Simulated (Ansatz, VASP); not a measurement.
Two plane-wave programs on AlNi3

```xyz
4
Lattice="0.2829 2.9906 2.9906 2.9906 0.2829 2.9906 2.9906 2.9906 0.2829" Properties=species:S:1:pos:R:3 pbc="T T T"
Al    3.1321    3.1321    3.1321
Ni    1.5660    1.5660    1.5660
Ni    0.0000    0.0000    0.0000
Ni    4.6981    4.6981    4.6981
```

Alike in both runs: task single point; functional PBEsol; k mesh 14 × 14 × 14; occupations gaussian, width 0.15 eV; no spin polarisation.

|  | VASP | Ansatz |
| --- | --- | --- |
| version | VASP 6.6.1 | Ansatz 0.2.0 |
| potentials or method | VASP PAW PBE potentials, release 64 (Al, Ni), cutoff 520 eV | scalar-relativistic, plane waves, PAW |
| valence electrons in the cell | 33 | 57 |

VASP gave:

| Quantity | Value |
| --- | --- |
| gap on the k mesh at the Fermi level (eV) | none |
| pressure (GPa) | -4.6 |
| traceless stress, the component that is largest in VASP (GPa) | -9.31 |
| rms of the force components (eV/Å) | 0.032 |

Question: What did Ansatz give for the same quantities?

Answer: gap on the k mesh at the Fermi level (eV): none; pressure (GPa): -4.7; traceless stress, the component that is largest in VASP (GPa): -9.39; rms of the force components (eV/Å): 0.035.

VASP's potentials were made for PBE, not for PBEsol, and Ansatz warns of the same on its side. Atom by atom the forces differ by 0.003 eV/Å (rms over components). A gap of «none» marks a metal or a gap that the smearing closes. With one functional, cell and mesh, what is left measures potentials, basis and numerics. VASP's potentials hold 33 valence electrons a cell and Ansatz's 57, so a difference there can come from the potentials and not from the codes.
